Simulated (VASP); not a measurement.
Input of a VASP 6.6.1 run:

INCAR

```
PREC     = Accurate       # precision mode
ENCUT    = 500            # plane-wave cutoff, eV
EDIFF    = 1E-6           # SCF threshold, eV
ISMEAR   = 0              # smearing method
SIGMA    = 0.1            # smearing width, eV
LREAL    = F              # projectors in reciprocal space
LASPH    = T              # aspherical terms in the spheres
NELM     = 120            # most SCF steps
ALGO     = Normal         # electronic algorithm
ISIF     = 2              # what is computed and relaxed
LWAVE    = F              # write WAVECAR
LCHARG   = F              # write CHGCAR
GGA      = PE             # functional
NBANDS   = 18             # bands
GGA_COMPAT= F
```

KPOINTS

```
Automatic mesh
0
Gamma
  6 6 2
```

POSCAR

```
As
1.0
    3.3058903840      0.0000000000      0.0000000000
   -1.6529451920      2.8629850546      0.0000000000
    0.0000000000      0.0000000000      9.0038477937
As
4
Direct
    0.0000000000      0.0000000000      0.2500000000
    0.0000000000      0.0000000000      0.7500000000
    0.3333333333      0.6666666667      0.7500000000
    0.6666666667      0.3333333333      0.2500000000
```

Potentials or basis: VASP PAW PBE potentials, release 64 (As).

Launch:

```bash
$ cat potpaw_PBE.64/As/POTCAR > POTCAR
$ mpirun -np 1 vasp_std > vasp.out
```

**Question.** Predict the band gap on the k mesh.

**Answer.** Zero (band 10 reaches 7.80 eV, above the bottom of band 11 at 4.51 eV).

**Question.** What does it give for the pressure?

**Answer.** 104.6 GPa.

Stress tensor (GPa, compression positive):
```
157.26   0.00   0.00
  0.00 157.26   0.00
  0.00   0.00  -0.85
```

Caveat: the k points lie up to 0.37 Å⁻¹ apart; this functional lacks dispersion, which binds the layers, so the pressure and a relaxed spacing across them are unreliable.
